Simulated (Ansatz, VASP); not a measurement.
Two plane-wave programs on MgI2

POSCAR

```
MgI2
1.0
    4.1566377674      0.0000000000      0.0000000000
   -2.0783188837      3.5997539009      0.0000000000
    0.0000000000      0.0000000000      6.8756118848
Mg I
1 2
Direct
    0.0000000000      0.0000000000      0.0000000000
    0.3333333333      0.6666666667      0.2425739818
    0.6666666667      0.3333333333      0.7574260182
```

INCAR.step1

```
PREC     = Accurate       # precision mode
ENCUT    = 520            # plane-wave cutoff, eV
ISMEAR   = 0              # smearing method
SIGMA    = 0.01           # smearing width, eV
LREAL    = False          # projectors in reciprocal space
LASPH    = True           # aspherical terms in the spheres
NELM     = 60             # most SCF steps
NBANDS   = 15             # bands
GGA      = PE             # functional
ALGO     = Normal         # electronic algorithm
EDIFF    = 1E-4           # SCF threshold, eV
LWAVE    = True           # write WAVECAR
LCHARG   = False          # write CHGCAR
```

Contents of INCAR.step2:

```
PREC     = Accurate       # precision mode
ENCUT    = 520            # plane-wave cutoff, eV
EDIFF    = 1E-6           # SCF threshold, eV
ISMEAR   = 0              # smearing method
SIGMA    = 0.01           # smearing width, eV
LREAL    = False          # projectors in reciprocal space
LASPH    = True           # aspherical terms in the spheres
NELM     = 60             # most SCF steps
ALGO     = Normal         # electronic algorithm
ISIF     = 2              # what is computed and relaxed
LWAVE    = False          # write WAVECAR
LCHARG   = False          # write CHGCAR
METAGGA  = R2SCAN         # meta-GGA
LMIXTAU  = True         
NBANDS   = 15             # bands
ISTART   = 1
```

KPOINTS

```
Automatic mesh
0
Gamma
  6 6 4
```

Input for Ansatz:

```yaml
crystal:
  lattice:
    - [4.1566377674, 0.0, 0.0]
    - [-2.0783188837, 3.5997539009, 0.0]
    - [0.0, 0.0, 6.8756118848]
  atoms:
    - { symbol: Mg, position: [0.0, 0.0, 0.0] }
    - { symbol: I, position: [0.3333333333, 0.6666666667, 0.2425739818] }
    - { symbol: I, position: [0.6666666667, 0.3333333333, 0.7574260182] }
kpoints:
  mp_grid: { grid: [6, 6, 4] }
hamiltonian:
  xc: r2scan
scf:
  occupations: { method: fixed }
  n_extra_bands: 4
output:
  forces: true
  stress: true
  eigenvalues: true
```

Alike in both runs: task single point; functional r2SCAN; k mesh 6 × 6 × 4; no spin polarisation.

```csv
,VASP,Ansatz
version,VASP 6.6.1,Ansatz 0.2.0
potentials or method,"VASP PAW PBE potentials, release 64 (Mg, I)","plane waves, PAW"
plane-wave cutoff (eV),520,500
occupations,"gaussian, width 0.01 eV",fixed
valence electrons in the cell,16,44
```

Ansatz gave:

```
gap on the k mesh at the Fermi level (eV) : 4.14
pressure (GPa)                            : 0.6
rms of the force components (eV/Å)        : 0.012
```

Task: Estimate VASP's values.

Result: gap on the k mesh at the Fermi level (eV): 4.10; pressure (GPa): 0.5; rms of the force components (eV/Å): 0.021.

VASP's potentials were made for PBE, not for r2SCAN. Atom by atom the forces differ by 0.009 eV/Å (rms over components). VASP's potentials hold 16 valence electrons a cell and Ansatz's 44, so a difference there can come from the potentials and not from the codes.

Spin-orbit coupling is off throughout.
